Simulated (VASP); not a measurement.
# Rh in VASP: further runs

The runs below take Rh through single point, with PBE.

All numbers are computed with VASP 6.6.1; they aren't measurements. Logs are shortened: lines on timing, memory, paths and dates and some standing lists are left out, and cuts for length are marked.

### 1 The cell of the first run

The structure is cubic, space group Fm-3m (No. 225). Conventional cell: a = 3.613 Å, b = 3.613 Å, c = 3.613 Å, α = 90.00°, β = 90.00°, γ = 90.00°. Rh (site symmetry m-3m) has 12 Rh at 2.55 Å within 3.4 Å.

### 2 Single point, PBE (strain -0.050 along x and y, -0.050 along z)

INCAR reads:

```
SYSTEM = Rh
PREC     = Accurate       ! precision mode
ENCUT    = 520            ! plane-wave cutoff, eV
EDIFF    = 1E-6           ! SCF threshold, eV
ISMEAR   = 0              ! smearing method
SIGMA    = 0.15           ! smearing width, eV
LREAL    = .FALSE.        ! projectors in reciprocal space
LASPH    = .TRUE.         ! aspherical terms in the spheres
NELM     = 60             ! most SCF steps
ALGO     = Normal         ! electronic algorithm
ISIF     = 2              ! what is computed and relaxed
LWAVE    = .FALSE.        ! write WAVECAR
LCHARG   = .TRUE.         ! write CHGCAR
GGA      = PE             ! functional
LELF     = .TRUE.         ! ELF
LVHAR    = .TRUE.       
NBANDS   = 14             ! bands
```

KPOINTS reads:

```
regular mesh
0
G
  22 22 22
  0 0 0
```

POSCAR reads:

```
Rh
1.0
    0.0000000000      1.8064725000      1.8064725000
    1.8064725000      0.0000000000      1.8064725000
    1.8064725000      1.8064725000      0.0000000000
Rh
1
Direct
    0.0000000000      0.0000000000      0.0000000000
```

Potentials or basis: VASP PAW PBE potentials, release 64 (Rh_pv).

Run with:

```console
cat potpaw_PBE.64/Rh_pv/POTCAR > POTCAR
mpirun -np 1 vasp_std > vasp.out
```

OUTCAR:

```text
SYSTEM = Rh
   PREC = Accurate
   ENCUT = 520
   EDIFF = 1E-6
   ISMEAR = 0
   LREAL = .FALSE.
   LASPH = .TRUE.
   NELM = 60
   ISIF = 2
   GGA = PE

 ion  position               nearest neighbor table
   1  0.000  0.000  0.000-

  LATTYP: Found a face centered cubic cell.
 ALAT       =     3.6129450000

  Lattice vectors:

 A1 = (   0.0000000000,   1.8064725000,   1.8064725000)
 A2 = (   1.8064725000,   0.0000000000,   1.8064725000)
 A3 = (   1.8064725000,   1.8064725000,   0.0000000000)

Analysis of symmetry for initial positions (statically):
=====================================================================
 Subroutine PRICEL returns:
 Original cell was already a primitive cell.

 Routine SETGRP: Setting up the symmetry group for a
 face centered cubic supercell.

 Subroutine GETGRP returns: Found 48 space group operations
 (whereof 48 operations were pure point group operations)
 out of a pool of 48 trial point group operations.

The static configuration has the point symmetry O_h .

Analysis of symmetry for dynamics (positions and initial velocities):
=====================================================================
 Subroutine PRICEL returns:
 Original cell was already a primitive cell.

 Routine SETGRP: Setting up the symmetry group for a
 face centered cubic supercell.

 Subroutine GETGRP returns: Found 48 space group operations
 (whereof 48 operations were pure point group operations)
 out of a pool of 48 trial point group operations.

The dynamic configuration has the point symmetry O_h .

 Subroutine INISYM returns: Found 48 space group operations
 (whereof 48 operations are pure point group operations),
 and found     1 'primitive' translations

----------------------------------------------------------------------------------------

                                     Primitive cell

  volume of cell :      11.7903

  direct lattice vectors                    reciprocal lattice vectors
     0.000000000  1.806472500  1.806472500    -0.276782514  0.276782514  0.276782514
     1.806472500  0.000000000  1.806472500     0.276782514 -0.276782514  0.276782514
     1.806472500  1.806472500  0.000000000     0.276782514  0.276782514 -0.276782514

  length of vectors
     2.554737910  2.554737910  2.554737910     0.479401377  0.479401377  0.479401377

  position of ions in fractional coordinates (direct lattice)
     0.000000000  0.000000000  0.000000000

  ion indices of the primitive-cell ions
   primitive index   ion index
                 1           1

----------------------------------------------------------------------------------------

 KPOINTS: regular mesh

Automatic generation of k-mesh.
 Grid dimensions read from file:
 generate k-points for:   22   22   22

 Generating k-lattice:

  Cartesian coordinates                     Fractional coordinates (reciprocal lattice)
    -0.012581023  0.012581023  0.012581023     0.045454545  0.000000000  0.000000000
     0.012581023 -0.012581023  0.012581023     0.000000000  0.045454545  0.000000000
     0.012581023  0.012581023 -0.012581023     0.000000000  0.000000000  0.045454545

  Length of vectors
     0.021790972  0.021790972  0.021790972

  Shift w.r.t. Gamma in fractional coordinates (k-lattice)
     0.000000000  0.000000000  0.000000000

 Subroutine IBZKPT returns following result:
 ===========================================

 Found    328 irreducible k-points:

 Following reciprocal coordinates:
            Coordinates               Weight
  0.000000  0.000000  0.000000      1.000000
  0.045455  0.000000  0.000000      8.000000
  0.090909  0.000000  0.000000      8.000000
  0.136364  0.000000  0.000000      8.000000
  0.181818  0.000000  0.000000      8.000000
  0.227273  0.000000  0.000000      8.000000
[... 16 lines left out ...]
  0.500000  0.045455  0.000000     24.000000
 -0.454545  0.045455  0.000000     24.000000
 [... further k-points ...]
   k-points           NKPTS =    328   k-points in BZ     NKDIM =    328   number of bands    NBANDS=     14
   number of dos      NEDOS =    301   number of ions     NIONS =      1
   total plane-waves  NPLWV =   8000
   dimension x,y,z NGX =    20 NGY =   20 NGZ =   20
   dimension x,y,z NGXF=    40 NGYF=   40 NGZF=   40
   ions per type =               1
   NGX,Y,Z   is equivalent  to a cutoff of  13.01, 13.01, 13.01 a.u.
   NGXF,Y,Z  is equivalent  to a cutoff of  26.03, 26.03, 26.03 a.u.
 SYSTEM =  Rh
   PREC   = accura    normal or accurate (medium, high low for compatibility)
   ISTART =      0    job   : 0-new  1-cont  2-samecut
   ICHARG =      2    charge: 1-file 2-atom 10-const
   ISPIN  =      1    spin polarized calculation?
   LNONCOLLINEAR =      F non collinear calculations
   LSORBIT =      F    spin-orbit coupling
   LASPH  =      T    aspherical Exc in radial PAW
   ENCUT  =  520.0 eV  38.22 Ry    6.18 a.u.   4.75  4.75  4.75*2*pi/ulx,y,z
   NELM   =     60;   NELMIN=  2; NELMDL= -5     # of ELM steps
[... 64 lines left out ...]
      8      13.7127      2.00000
      9      13.7127      2.00000
     10      30.7107      0.00000
     11      35.0423      0.00000
     12      37.0833      0.00000
     13      37.0833      0.00000
     14      37.0833      0.00000

 k-point     2 :       0.0455    0.0000    0.0000
  band No.  band energies     occupation
      1     -31.7191      2.00000
      2     -31.6962      2.00000
      3     -31.6962      2.00000
      4       5.9374      2.00000
      5      11.0069      2.00000
      6      11.0974      2.00000
      7      11.0974      2.00000
      8      13.6864      2.00000
      9      13.6864      2.00000
     10      30.8728      0.00000
     11      35.0421      0.00000
     12      36.5767      0.00000
     13      37.2405      0.00000
     14      37.2405      0.00000

 k-point     3 :       0.0909    0.0000    0.0000
  band No.  band energies     occupation
      1     -31.7955      2.00000
      2     -31.7061      2.00000
      3     -31.7061      2.00000
      4       6.2206      2.00000
      5      10.8769      2.00000
      6      11.2106      2.00000
      7      11.2106      2.00000
      8      13.6213      2.00000
      9      13.6213      2.00000
     10      31.3311      0.00000
     11      35.0393      0.00000
     12      35.4440      0.00000
     13      37.7030      0.00000
     14      37.7030      0.00000

 k-point     4 :       0.1364    0.0000    0.0000
  band No.  band energies     occupation
      1     -31.9149      2.00000
      2     -31.7216      2.00000
      3     -31.7216      2.00000
      4       6.6530      2.00000
      5      10.7210      2.00000
      6      11.3617      2.00000
      7      11.3617      2.00000
      8      13.5607      2.00000
      9      13.5607      2.00000
     10      31.9935      0.00000
     11      34.1329      0.00000
     12      35.0454      0.00000
     13      38.4456      0.00000
     14      38.4456      0.00000

 k-point     5 :       0.1818    0.0000    0.0000
  band No.  band energies     occupation
      1     -32.0665      2.00000
      2     -31.7415      2.00000
      3     -31.7415      2.00000
      4       7.1544      2.00000
      5      10.6401      2.00000
      6      11.4883      2.00000
      7      11.4884      2.00000
      8      13.5772      2.00000
      9      13.5772      2.00000
     10      32.5455      0.00000
     11      32.9847      0.00000
[... 276 lines left out ...]
 k-point    22 :       0.4545    0.0455    0.0000
  band No.  band energies     occupation
      1     -32.8755      2.00000
      2     -31.8637      2.00000
      3     -31.8627      2.00000
      4       7.5628      2.00000
      5      10.9013      2.00000
      6      11.0680      2.00000
      7      14.2225      2.00000
      8      15.6570      0.00000
      9      16.2561      0.00000
     10      25.9905      0.00000
     11      30.6889      0.00000
     12      35.0451      0.00000
     13      37.7014      0.00000
     14      38.0644      0.00000

 k-point    23 :       0.5000    0.0455    0.0000
  band No.  band energies     occupation
      1     -32.9141      2.00000
      2     -31.8739      2.00000
      3     -31.8637      2.00000
      4       7.5150      2.00000
      5      10.8620      2.00000
      6      11.0111      2.00000
      7      14.5948      1.99938
      8      15.7213      0.00000
      9      16.6823      0.00000
     10      25.3737      0.00000
     11      30.4631      0.00000
     12      35.0451      0.00000
     13      37.4941      0.00000
     14      37.5295      0.00000

 k-point    24 :      -0.4545    0.0455    0.0000
  band No.  band energies     occupation
      1     -32.9062      2.00000
      2     -31.8774      2.00000
      3     -31.8581      2.00000
      4       7.5259      2.00000
      5      10.8826      2.00000
      6      11.0094      2.00000
      7      14.5685      1.99976
      8      15.5924      0.00000
      9      16.6543      0.00000
     10      25.5076      0.00000
     11      30.5077      0.00000
     12      35.0450      0.00000
     13      37.3627      0.00000
     14      37.8202      0.00000

 [... further k-points ...]

------------------------ aborting loop because EDIFF is reached ----------------------------------------

  FORCE on cell =-STRESS in cart. coord.  units (eV):
  Direction    XX          YY          ZZ          XY          YZ          ZX
  --------------------------------------------------------------------------------------
  -------------------------------------------------------------------------------------
  Total        5.1967131      5.1967131      5.1967131     -0.0000000      0.0000000      0.0000000
  in kB      706.1797530    706.1797530    706.1797530     -0.0000000      0.0000000      0.0000000
  external PRESSURE =     706.1797530 kB  Pullay stress =       0.0000000 kB

 VOLUME and BASIS-vectors are now :
 -----------------------------------------------------------------------------
  energy-cutoff  :      520.00
  volume of cell :       11.79
      direct lattice vectors                 reciprocal lattice vectors
     0.000000000  1.806472500  1.806472500    -0.276782514  0.276782514  0.276782514
     1.806472500  0.000000000  1.806472500     0.276782514 -0.276782514  0.276782514
     1.806472500  1.806472500  0.000000000     0.276782514  0.276782514 -0.276782514

 POSITION                                       TOTAL-FORCE (eV/Angst)
 -----------------------------------------------------------------------------------
      0.00000      0.00000      0.00000         0.000000     -0.000000      0.000000
 -----------------------------------------------------------------------------------
    total drift:                                0.000000      0.000000      0.000000

  FREE ENERGIE OF THE ION-ELECTRON SYSTEM (eV)
  ---------------------------------------------------
  free  energy   TOTEN  =        -6.8473125677 eV

  energy  without entropy=       -6.8354305917  energy(sigma->0) =       -6.84137158
```

Run time: 31 s. Hardware: 1 thread of Intel Xeon Platinum 8375C at 2.90GHz (Ice Lake), shared host; peak memory 0.16 GiB.

Results:

```yaml
Free_energy: -6.8473 eV
Pressure: 70.6 GPa
Band_gap_on_the_k_mesh: zero (an odd number of electrons rules out a gap without spin polarisation)
```

Levels at points of the mesh, in eV from the Fermi level:
| k point | band 4 | band 5 | band 6 | band 7 | band 8 | band 9 | band 10 | band 11 |
| --- | --- | --- | --- | --- | --- | --- | --- | --- |
| (0.00, 0.00, 0.00) | -9.12 | -3.90 | -3.90 | -3.90 | -1.25 | -1.25 | 15.75 | 20.08 |
| (0.50, 0.00, 0.00) | -7.52 | -4.02 | -4.02 | 0.62 | 0.76 | 0.76 | 10.40 | 15.34 |
| (0.50, 0.50, 0.00) | -7.93 | -7.49 | 0.72 | 1.30 | 1.30 | 3.55 | 14.26 | 14.26 |

Caveat: the cell differs from its parent crystal (strain -0.050 along x and y, -0.050 along z); the cell stands under pressure.

### 3 Single point, PBE (strain -0.025 along x and y, -0.025 along z)

Changes to INCAR since step 2:

```diff
@@ -3,3 +3,3 @@
 ENCUT    = 520            ! plane-wave cutoff, eV
-EDIFF    = 1E-6           ! SCF threshold, eV
+EDIFF    = 1E-7           ! SCF threshold, eV
 ISMEAR   = 0              ! smearing method
@@ -8,3 +8,3 @@
 LASPH    = .TRUE.         ! aspherical terms in the spheres
-NELM     = 60             ! most SCF steps
+NELM     = 100            ! most SCF steps
 ALGO     = Normal         ! electronic algorithm
```

KPOINTS is that of step 2.

POSCAR reads:

```
Rh
1.0
    0.0000000000      1.8540112500      1.8540112500
    1.8540112500      0.0000000000      1.8540112500
    1.8540112500      1.8540112500      0.0000000000
Rh
1
Direct
    0.0000000000      0.0000000000      0.0000000000
```

Potentials or basis: VASP PAW PBE potentials, release 64 (Rh_pv).

Run with:

```console
cat potpaw_PBE.64/Rh_pv/POTCAR > POTCAR
mpirun -np 1 vasp_std > vasp.out
```

It took 36 s on 1 thread of Intel Xeon Platinum 8375C at 2.90GHz (Ice Lake), shared host; peak memory 0.16 GiB.

It converged, with:

| Quantity | Value |
| --- | --- |
| Free energy | -7.1466 eV |
| Pressure | 32.2 GPa |
| Band gap on the k mesh | zero (an odd number of electrons rules out a gap without spin polarisation) |

Levels at points of the mesh, in eV from the Fermi level:
| k point | band 5 | band 6 | band 7 | band 8 | band 9 | band 10 |
| --- | --- | --- | --- | --- | --- | --- |
| (0.00, 0.00, 0.00) | -3.46 | -3.46 | -3.46 | -1.11 | -1.11 | 15.91 |
| (0.50, 0.00, 0.00) | -3.55 | -3.55 | 0.66 | 0.66 | 0.66 | 9.47 |
| (0.50, 0.50, 0.00) | -6.66 | 0.63 | 1.14 | 1.14 | 3.38 | 13.29 |

Caveat: the cell differs from its parent crystal (strain -0.025 along x and y, -0.025 along z); the cell stands under pressure.

### 4 Single point, PBE (strain +0.025 along x and y, +0.025 along z)

INCAR reads:

```
PREC = Accurate
ENCUT = 520
EDIFF = 1E-7
ISMEAR = 0
SIGMA = 0.15
LREAL = False
LASPH = True
NELM = 80
ALGO = Fast
ISIF = 2
LWAVE = False
LCHARG = True
GGA = PE
LELF = True
LVHAR = True
NBANDS = 14
```

KPOINTS reads:

```
regular mesh
0
Gamma
  22 22 22
```

POSCAR reads:

```
Rh
1.0
    0.0000000000      1.9490887500      1.9490887500
    1.9490887500      0.0000000000      1.9490887500
    1.9490887500      1.9490887500      0.0000000000
Rh
1
Direct
    0.0000000000      0.0000000000      0.0000000000
```

Run with:

```console
cat potpaw_PBE.64/Rh_pv/POTCAR > POTCAR
mpirun -np 1 vasp_std > vasp.out
```

Run time: 54 s. Hardware: 1 thread of Intel Xeon Platinum 8375C at 2.90GHz (Ice Lake), shared host; peak memory 0.18 GiB.

The run converged. Its results:

* Free energy: -7.2375 eV
* Pressure: -11.7 GPa
* Band gap on the k mesh: zero (an odd number of electrons rules out a gap without spin polarisation)

Levels at points of the mesh, in eV from the Fermi level:
```
           k point  band 5  band 6  band 7  band 8  band 9  band 10
(0.00, 0.00, 0.00)   -2.73   -2.73   -2.73   -0.88   -0.88    16.03
(0.50, 0.00, 0.00)   -2.80   -2.80    0.50    0.50    0.83     7.92
(0.50, 0.50, 0.00)   -5.30    0.47    0.87    0.87    3.19    11.37
```

Caveat: the cell differs from its parent crystal (strain +0.025 along x and y, +0.025 along z); the cell stands under tension.

### 5 Single point, PBE (strain +0.050 along x and y, +0.050 along z)

INCAR reads:

```
PREC = Accurate
ENCUT = 520
EDIFF = 1E-6
ISMEAR = 0
SIGMA = 0.15
LREAL = F
LASPH = T
NELM = 80
ALGO = Fast
ISIF = 2
LWAVE = F
LCHARG = T
GGA = PE
LELF = T
LVHAR = T
NBANDS = 14
```

KPOINTS reads:

```
Automatic mesh
0
Gamma
  22 22 22
```

POSCAR reads:

```
Rh
1.0
    0.0000000000      1.9966275000      1.9966275000
    1.9966275000      0.0000000000      1.9966275000
    1.9966275000      1.9966275000      0.0000000000
Rh
1
Direct
    0.0000000000      0.0000000000      0.0000000000
```

Run with:

```console
cat potpaw_PBE.64/Rh_pv/POTCAR > POTCAR
mpirun -np 1 vasp_std > vasp.out
```

Run time: 54 s. Hardware: 1 thread of Intel Xeon Platinum 8375C at 2.90GHz (Ice Lake), shared host; peak memory 0.19 GiB.

Results (log left out):

| Property | Result |
| --- | --- |
| Free energy | -7.1144 eV |
| Pressure | -23.1 GPa |
| Band gap on the k mesh | zero (an odd number of electrons rules out a gap without spin polarisation) |

Levels at points of the mesh, in eV from the Fermi level:
| k point | band 3 | band 4 | band 5 | band 6 | band 7 | band 8 | band 9 | band 10 | band 11 | band 12 |
| --- | --- | --- | --- | --- | --- | --- | --- | --- | --- | --- |
| (0.00, 0.00, 0.00) | -46.12 | -6.91 | -2.44 | -2.44 | -2.44 | -0.79 | -0.79 | 16.00 | 20.65 | 20.65 |
| (0.50, 0.00, 0.00) | -46.18 | -4.98 | -2.49 | -2.49 | 0.44 | 0.44 | 0.93 | 7.27 | 15.46 | 19.93 |
| (0.50, 0.50, 0.00) | -46.28 | -5.05 | -4.74 | 0.41 | 0.76 | 0.76 | 3.14 | 10.55 | 12.48 | 12.48 |

Caveat: the cell differs from its parent crystal (strain +0.050 along x and y, +0.050 along z); the cell stands under tension.

### 6 Single point, PBE (strain -0.050 along x and y, +0.000 along z)

INCAR reads:

```
SYSTEM = Rh
  PREC = Accurate
  ENCUT = 520
  EDIFF = 1E-7
  ISMEAR = 0
  SIGMA = 0.15
  LREAL = .False.
  LASPH = .True.
  NELM = 60
  ALGO = Fast
  ISIF = 2
  LWAVE = .False.
  LCHARG = .True.
  GGA = PE
  LELF = .True.
  LVHAR = .True.
  NBANDS = 14
```

KPOINTS reads:

```
regular mesh
0
Gamma
  22 22 22
  0 0 0
```

POSCAR reads:

```
Rh
1.0
    0.0000000000      1.8064725000      1.9015500000
    1.8064725000      0.0000000000      1.9015500000
    1.8064725000      1.8064725000      0.0000000000
Rh
1
Direct
    0.0000000000      0.0000000000      0.0000000000
```

Potentials or basis: VASP PAW PBE potentials, release 64 (Rh_pv).

Run with:

```console
cat potpaw_PBE.64/Rh_pv/POTCAR > POTCAR
mpirun -np 1 vasp_std > vasp.out
```

It took 2 min on 1 thread of Intel Xeon Platinum 8375C at 2.90GHz (Ice Lake), shared host; peak memory 0.24 GiB.

The run converged. Its results:

| Property | Result |
| --- | --- |
| Free energy | -7.0443 eV |
| Pressure | 44.4 GPa |
| Band gap on the k mesh | zero (an odd number of electrons rules out a gap without spin polarisation) |

Stress tensor (GPa, compression positive):
```
50.25  0.00  0.00
 0.00 50.25  0.00
 0.00  0.00 32.76
```

Levels at points of the mesh, in eV from the Fermi level:
| k point | band 4 | band 5 | band 6 | band 7 | band 8 | band 9 | band 10 | band 11 |
| --- | --- | --- | --- | --- | --- | --- | --- | --- |
| (0.00, 0.00, 0.00) | -8.72 | -4.02 | -3.36 | -3.36 | -1.57 | -0.76 | 15.92 | 20.25 |
| (0.50, 0.00, 0.00) | -7.02 | -4.02 | -3.37 | 0.54 | 0.66 | 0.85 | 9.80 | 15.38 |
| (0.50, 0.50, 0.00) | -7.31 | -6.90 | 0.72 | 1.15 | 1.15 | 2.67 | 12.67 | 14.60 |
| (0.50, 0.00, 0.50) | -7.36 | -6.93 | 0.62 | 0.90 | 1.51 | 3.84 | 13.28 | 14.03 |

Caveat: the cell differs from its parent crystal (strain -0.050 along x and y, +0.000 along z); the cell stands under pressure.

### 7 The runs side by side

| cell | gap on the mesh (eV) | pressure (GPa) |
| --- | --- | --- |
| a = 2.555 Å, angles 60.0°, 1 atom | none | 70.6 |
| a = 2.622 Å, angles 60.0°, 1 atom | none | 32.2 |
| a = 2.756 Å, angles 60.0°, 1 atom | none | -11.7 |
| a = 2.824 Å, angles 60.0°, 1 atom | none | -23.1 |
| a = 2.623, b = 2.623, c = 2.555 Å, angles 60.9, 60.9, 58.3°, 1 atom | none | 44.4 |

Alike in all rows: task single point; level PBE; potentials or basis VASP PAW PBE potentials, release 64 (Rh_pv); no spin polarisation; k mesh 22 × 22 × 22; cutoff (eV) 520; smearing gaussian 0.15 eV.

Caveats: the cell stands under pressure (at least some runs); the cell stands under tension (at least some runs).

Total energies depend on the potentials used, so only differences within one code and one set of settings carry meaning.
